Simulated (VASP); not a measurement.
Be2ZnTe5: single point with PBE

Be2ZnTe5:

```
Be Zn Te
1.0
     4.09929    0.00000    0.00000
    -2.04964    3.55009    0.00000
     0.00000    0.00000   14.88933
Be Zn Te
2 1 5
Direct
  0.00000 0.00000 0.19652
  0.66667 0.33333 0.66061
  0.33333 0.66667 0.42552
  0.00000 0.00000 0.02913
  0.33333 0.66667 0.24579
  0.66667 0.33333 0.49628
  0.00000 0.00000 0.71303
  0.33333 0.66667 0.89411
```

| Property | Result |
| --- | --- |
| Program | VASP 6.6.1 |
| Task | single point |
| Functional | PBE |
| Potentials or basis | VASP PAW PBE potentials, release 64 (Be, Zn, Te) |
| Cutoff | 520 eV |
| k mesh | 5 × 5 × 2 |
| Occupations | gaussian, width 0.2 eV |
| Spin | no spin polarisation |

* Pressure: 0.1 GPa
* Largest force: 0.042 eV/Å
* Band gap on the k mesh: zero (band 23 reaches 5.54 eV, above the bottom of band 24 at 5.10 eV)

Forces in eV/Å, atoms in the order of the input:
```
Be   0.000  0.000  0.013
Be   0.000  0.000  0.003
Zn   0.000  0.000 -0.007
Te   0.000  0.000 -0.022
Te   0.000  0.000  0.014
Te   0.000  0.000 -0.028
Te   0.000  0.000  0.042
Te   0.000  0.000 -0.016
```

Stress tensor (GPa, compression positive):
```
0.04 0.00 0.00
0.00 0.04 0.00
0.00 0.00 0.18
```

Levels at points of the mesh, in eV from the Fermi level:
| k point | band 19 | band 20 | band 21 | band 22 | band 23 | band 24 | band 25 | band 26 | band 27 | band 28 |
| --- | --- | --- | --- | --- | --- | --- | --- | --- | --- | --- |
| (0.00, 0.00, 0.00) | -1.14 | -1.14 | -0.40 | -0.40 | 0.41 | 0.41 | 0.88 | 2.06 | 2.47 | 2.65 |
| (0.00, 0.00, 0.50) | -1.20 | -0.71 | -0.36 | -0.36 | 0.32 | 0.39 | 0.39 | 2.06 | 2.57 | 2.63 |

It took 42 s on 1 thread of Intel(R) Xeon(R) Platinum 8559C (Emerald Rapids), with other jobs on the host, peak memory 0.33 GiB.

Caveat: spin-orbit coupling is left out, which moves the levels of the heavy elements.
